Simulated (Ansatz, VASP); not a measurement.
# Sn3SeS2: VASP beside Ansatz

```xyz
6
Lattice="-2.0957 2.0957 8.8799 2.0957 -2.0957 8.8799 2.0957 2.0957 -8.8799" Properties=species:S:1:pos:R:3 pbc="T T T"
Sn    0.0000    0.0000   14.7332
Sn    0.0000    0.0000    8.8799
Sn    0.0000    0.0000    3.0266
Se    0.0000    0.0000    0.0000
S     0.0000    0.0000   11.8505
S     0.0000    0.0000    5.9094
```

Alike in both runs: functional PBE; k mesh 12 × 12 × 12; occupations gaussian, width 0.01 eV; no spin polarisation.

Ansatz relaxed the structure, and its values are those at the end. VASP's run is a single point on that final structure, the one shown.

```csv
,VASP,Ansatz
version,VASP 6.6.1,Ansatz 0.2.0
potentials or method,"VASP PAW PBE potentials, release 64 (Sn_d, Se, S), cutoff 520 eV","scalar-relativistic, plane waves, PAW"
valence electrons in the cell,60,70
```

```tsv
	VASP	Ansatz	Ansatz less VASP
gap on the k mesh at the Fermi level (eV)	0.15	0.15	0.000
least direct gap on the mesh (eV)	0.15	0.15	0.000
pressure (GPa)	0.0	0.0	+0.03
```

The functional is the same, so the differences come from potentials, cutoffs and numerics. VASP's potentials hold 60 valence electrons a cell and Ansatz's 70, so a difference there can come from the potentials and not from the codes.
